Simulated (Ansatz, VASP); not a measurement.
# P: VASP beside Ansatz

File INCAR:

```
PREC = Accurate
ENCUT = 520
EDIFF = 1E-7
ISMEAR = 0
SIGMA = 0.05
LREAL = False
LASPH = True
NELM = 80
ALGO = Normal
ISIF = 2
LWAVE = False
LCHARG = False
GGA = PE
NBANDS = 18
```

File KPOINTS:

```
regular mesh
0
Gamma
  14 14 10
```

POSCAR

```
P
1.0
    1.6546021630     -5.6490813535      0.0000000000
    1.6546021630      5.6490813535      0.0000000000
    0.0000000000      0.0000000000      4.5630144974
P
4
Direct
    0.4060598423      0.5939401577      0.5864948357
    0.5939401577      0.4060598423      0.4135051643
    0.9060598423      0.0939401577      0.9135051643
    0.0939401577      0.9060598423      0.0864948357
```

Input for Ansatz:

```yaml
crystal:
  lattice:
    - [1.6546021661, -5.6490812346, 0.0]
    - [1.6546021661, 5.6490812346, 0.0]
    - [0.0, 0.0, 4.56301448]
  atoms:
    - { symbol: P, position: [0.40605984, 0.59394016, 0.5864948349] }
    - { symbol: P, position: [0.59394016, 0.40605984, 0.4135051651] }
    - { symbol: P, position: [0.90605984, 0.09394016, 0.9135051651] }
    - { symbol: P, position: [0.09394016, 0.90605984, 0.0864948349] }
basis:
  ecutwfc: 600
  ecutrho_ratio: 5
kpoints:
  mp_grid: { grid: [14, 14, 10] }
  band_path:
    path:
      - [[0.0, 0.0, 0.0], [-0.5, 0.5, 0.0], [-0.27144725, 0.72855275, 0.0]]
      - [[0.27144725, 0.27144725, 0.0], [0.0, 0.0, 0.0], [0.0, 0.0, 0.5], [0.27144725, 0.27144725, 0.5]]
      - [[-0.27144725, 0.72855275, 0.5], [-0.5, 0.5, 0.5], [-0.5, 0.5, 0.0]]
      - [[0.0, 0.0, 0.0], [0.0, 0.5, 0.0], [0.0, 0.5, 0.5], [0.0, 0.0, 0.5], [-0.5, 0.5, 0.5]]
    npoints: 14
hamiltonian:
  xc: pbe
scf:
  occupations: { method: gaussian, width: 0.05 }
  n_extra_bands: 11
output:
  forces: true
  stress: true
  eigenvalues: true
  populations: true
  dos: { projected: true, de: 0.02, nscf_kmesh: { grid: [21, 21, 15] } }
  bader: true
```

Alike in both runs: task single point; functional PBE; k mesh 14 × 14 × 10; occupations gaussian, width 0.05 eV; no spin polarisation.

|  | VASP | Ansatz |
| --- | --- | --- |
| version | VASP 6.6.1 | Ansatz 0.2.0 |
| potentials or method | VASP PAW PBE potentials, release 64 (P), cutoff 520 eV | scalar-relativistic, plane waves, PAW |
| valence electrons in the cell | 20 | 20 |

```csv
,VASP,Ansatz,Ansatz less VASP
gap on the k mesh at the Fermi level (eV),0.15,0.13,-0.017
least direct gap on the mesh (eV),0.15,0.13,-0.017
pressure (GPa),-0.3,0.0,+0.30
rms of the force components (eV/Å),0.029,0.000,-0.0292
```

Atom by atom the forces differ by 0.029 eV/Å (rms over components).
